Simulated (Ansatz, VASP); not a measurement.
# Tl in VASP and in Ansatz

```
CELL_PARAMETERS angstrom
3.45600 0.03456 0.03456
-1.69807 2.97570 0.01265
0.05525 0.05525 5.52500
ATOMIC_POSITIONS crystal
Tl 0.33333 0.66667 0.25000
Tl 0.66667 0.33333 0.75000
```

Change from the starting cell: equal xy, yz and zx shear strains of +2 %, PAW files.

Alike in both runs: task electric field gradients; functional LDA; k mesh 11 × 11 × 6; occupations fermi-dirac, width 0.05 eV; no spin polarisation.

```csv
,VASP,Ansatz
version,VASP 6.6.1,Ansatz 0.2.0
potentials or method,"VASP PAW LDA potentials, release 64 (Tl_d)","PAW with Ansatz's default frozen-core files, scalar-relativistic"
plane-wave cutoff (eV),400,420
valence electrons in the cell,26,26
```

|  | VASP | Ansatz | Ansatz less VASP |
| --- | --- | --- | --- |
| pressure (GPa) | -1.8 | -1.8 | -0.01 |
| traceless stress, the component that is largest in VASP (GPa) | -0.07 | -0.07 | +0.005 |
| rms of the force components (eV/Å) | 0.009 | 0.009 | 0.0000 |
| size of Vzz on the site where it differs most (V/Å²) | 25.2 | 25.4 | +0.18 |

LDA's correlation is that of Perdew and Zunger in VASP and of Perdew and Wang (1992) in Ansatz. Atom by atom the forces differ by 0.000 eV/Å (rms over components).

Neither program's run includes spin-orbit coupling.
